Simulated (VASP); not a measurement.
Crystal: SnO2 (Cassiterite).

```xyz
6
Lattice="4.7694 0.0000 0.0000 0.0000 4.7694 0.0000 0.0000 0.0000 3.2076" Properties=species:S:1:pos:R:3 pbc="T T T"
Sn    2.3847    2.3847    1.6038
Sn    0.0000    0.0000    0.0000
O     3.8494    0.9200    1.6038
O     3.3047    3.3047    0.0000
O     0.9200    3.8494    1.6038
O     1.4647    1.4647    0.0000
```

Program: VASP 6.6.1. Alike in all runs: task single point; potentials or basis VASP PAW PBE potentials, release 64 (Sn_d, O); no spin polarisation; cell as given; k mesh 6 × 6 × 8; cutoff (eV) 520.

**Question.** Order these runs on this cell by their pressure, lowest first.
A. level BLYP+D3(BJ); smearing fermi-dirac 0.05 eV
B. level revPBE+D3(BJ); smearing fermi-dirac 0.05 eV
C. level revPBE; smearing gaussian 0.05 eV

**Answer.** B (4.4 GPa), A (6.6 GPa), C (10.3 GPa).

Caveats: the PAW data sets were made with another functional, which shifts forces and pressure a little.
